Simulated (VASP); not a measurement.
Input of a VASP 6.6.1 run:

File INCAR:

```
SYSTEM = Mg7Te
ALGO = Normal ; EDIFF = 1E-6
ENCUT = 600 ; GGA = PE
GGA_COMPAT = .FALSE. ; ISIF = 2
ISMEAR = 0 ; LASPH = .TRUE.
LCHARG = .FALSE. ; LREAL = .FALSE.
LWAVE = .FALSE. ; NBANDS = 20
NELM = 120 ; PREC = Accurate
SIGMA = 0.2
```

File KPOINTS:

```
k-points
0
G
  3 3 3
  0 0 0
```

The input POSCAR:

```
Mg7Te
1.0
    6.3643133357     -0.0000000028      0.0000000000
   -3.1821566654      5.5116570277      0.0000000000
    0.0000000000      0.0000000000      5.3236729402
Mg Te
7 1
Direct
    0.1688128570      0.3376257140      0.5000000000
    0.6623742860      0.8311871430      0.5000000000
    0.1688128570      0.8311871430      0.5000000000
    0.8394655177      0.1605344823      0.0000000000
    0.3210689646      0.1605344823      0.0000000000
    0.8394655177      0.6789310354      0.0000000000
    0.3333333333      0.6666666667      0.0000000000
    0.6666666667      0.3333333333      0.5000000000
```

Potentials or basis: VASP PAW PBE potentials, release 64 (Mg, Te).

Launch:

```console
$ cat potpaw_PBE.64/Mg/POTCAR potpaw_PBE.64/Te/POTCAR > POTCAR
$ mpirun -np 1 vasp_std > vasp.out
```

Estimate the largest force.

0.037 eV/Å.

What does it give for the pressure?

0.0 GPa.

Predict the band gap on the k mesh.

zero (bands 10 and 11 overlap by 0.70 eV).

Forces on the atoms (eV/Å):
```
Mg   0.000 -0.012  0.000
Mg   0.011  0.006  0.000
Mg  -0.011  0.006  0.000
Mg  -0.032  0.019  0.000
Mg   0.032  0.019  0.000
Mg   0.000 -0.037  0.000
Mg   0.000  0.000  0.000
Te   0.000  0.000  0.000
```

Caveat: the k points lie up to 0.39 Å⁻¹ apart, too coarse for converged energies and pressures of a metal; semilocal functionals underestimate gaps, so a narrow gap can read as zero; spin-orbit coupling is left out, which moves the levels of the heavy elements.
